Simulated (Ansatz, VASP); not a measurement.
# Two plane-wave programs on GaSb3

```xyz
4
Lattice="0.0000 3.7306 3.7306 3.7306 0.0000 3.7306 3.7306 3.7306 0.0000" Properties=species:S:1:pos:R:3 pbc="T T T"
Sb    3.7306    3.7306    3.7306
Sb    5.5959    5.5959    5.5959
Sb    1.8653    1.8653    1.8653
Ga    0.0000    0.0000    0.0000
```

Alike in both runs: task relaxation of cell and atoms; functional LDA; k mesh 6 × 6 × 6; occupations fermi-dirac, width 0.05 eV; no spin polarisation.

|  | VASP | Ansatz |
| --- | --- | --- |
| version | VASP 6.6.1 | Ansatz 0.2.0 |
| potentials or method | VASP PAW LDA potentials, release 64 (Sb, Ga_d) | Ansatz PAW |
| plane-wave cutoff (eV) | 600 | 420 |
| valence electrons in the cell | 28 | 58 |

Ansatz gave:

- gap on the k mesh at the Fermi level, each at its own relaxed structure (eV): none
- relaxed volume (Å³/atom): 23.75
- relaxed cell length with the largest relative difference (Å): 5.122

**Question.** Estimate VASP's values.

**Answer.** gap on the k mesh at the Fermi level, each at its own relaxed structure (eV): none; relaxed volume (Å³/atom): 23.79; relaxed cell length with the largest relative difference (Å): 5.125.

LDA's correlation is that of Perdew and Zunger in VASP and of Perdew and Wang (1992) in Ansatz. A gap of «none» marks a metal or a gap that the smearing closes. VASP's potentials hold 28 valence electrons a cell and Ansatz's 58, so a difference there can come from the potentials and not from the codes.

Spin-orbit coupling is off throughout. Noted on VASP's run: too few bands were computed for a metal, which touches its energy and stress. Noted on Ansatz's run: the plane-wave basis is chosen anew once the cell has moved, so the energies of steps on either side of that aren't comparable.
